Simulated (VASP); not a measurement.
Write the native input for VASP 6.6.1 that does the following.

```yaml
Task: single point
Functional: PBEsol
Potentials_or_basis: VASP PAW PBE potentials, release 64 (K_sv, Cl)
Cutoff: 520 eV
k_mesh: 6 × 6 × 6
Occupations: gaussian, width 0.05 eV
Spin: no spin polarisation
Dipole_correction: no
Further_INCAR_settings: ALGO = Normal; EDIFF = 1e-06; NBANDS = 15
```

The structure of KCl lies in POSCAR:

```
KCl
1.0
    0.0000000000      3.0298560000      3.0298560000
    3.0298560000      0.0000000000      3.0298560000
    3.0298560000      3.0298560000      0.0000000000
K Cl
1 1
Direct
    0.0000000000      0.0000000000      0.0000000000
    0.5000000000      0.5000000000      0.5000000000
```

This cell differs from its parent crystal: strain -0.040 along x and y, -0.040 along z.

The input as run:

INCAR

```
SYSTEM = KCl
ALGO = Normal
EDIFF = 1E-6
ENCUT = 520
GGA = PS
ISIF = 2
ISMEAR = 0
LASPH = .TRUE.
LCHARG = .FALSE.
LREAL = .FALSE.
LWAVE = .FALSE.
NBANDS = 15
NELM = 60
PREC = Accurate
SIGMA = 0.05
```

KPOINTS

```
k-points
0
G
  6 6 6
  0 0 0
```

Potentials or basis: VASP PAW PBE potentials, release 64 (K_sv, Cl).

Run with:

```sh
$ cat potpaw_PBE.64/K_sv/POTCAR potpaw_PBE.64/Cl/POTCAR > POTCAR
$ mpirun -np 1 vasp_std > vasp.out
```

It gave:

The pressure is 2.2 GPa. The band gap on the k mesh is 5.41 eV, direct.

Caveat: the cell differs from its parent crystal (strain -0.040 along x and y, -0.040 along z); the PAW data sets were made with another functional, which shifts forces and pressure a little.

Run time: 5.4 s on 1 thread of Intel(R) Xeon(R) 6975P-C (Granite Rapids), on a shared host, peak memory 0.17 GiB.
